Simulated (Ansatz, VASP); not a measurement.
**La2C in VASP and in Ansatz**

```xyz
3
Lattice="1.8317 -1.0575 6.8557 0.0000 2.1151 6.8557 -1.8317 -1.0575 6.8557" Properties=species:S:1:pos:R:3 pbc="T T T"
C     0.0000    0.0000    0.0000
La    0.0000    0.0000    5.4180
La    0.0000    0.0000   15.1492
```

Alike in both runs: task electric field gradients; functional PBEsol; k mesh 11 × 11 × 11; occupations fermi-dirac, width 0.05 eV; no spin polarisation.

|  | VASP | Ansatz |
| --- | --- | --- |
| version | VASP 6.6.1 | Ansatz 0.2.0 |
| potentials or method | VASP PAW PBE potentials, release 64 (C, La), cutoff 520 eV | all-electron PAW with datasets made for the crystal, scalar-relativistic |

VASP gave:

- pressure (GPa): 0.0
- size of Vzz on the site where it differs most (V/Å²): 120.2

**Question.** Estimate Ansatz's values.

**Answer.** Pressure (GPa): 0.0; size of Vzz on the site where it differs most (V/Å²): 119.7.

VASP's potentials were made for PBE, not for PBEsol. Ansatz ran all-electron here, and VASP with PAW potentials.

Neither program's run includes spin-orbit coupling.
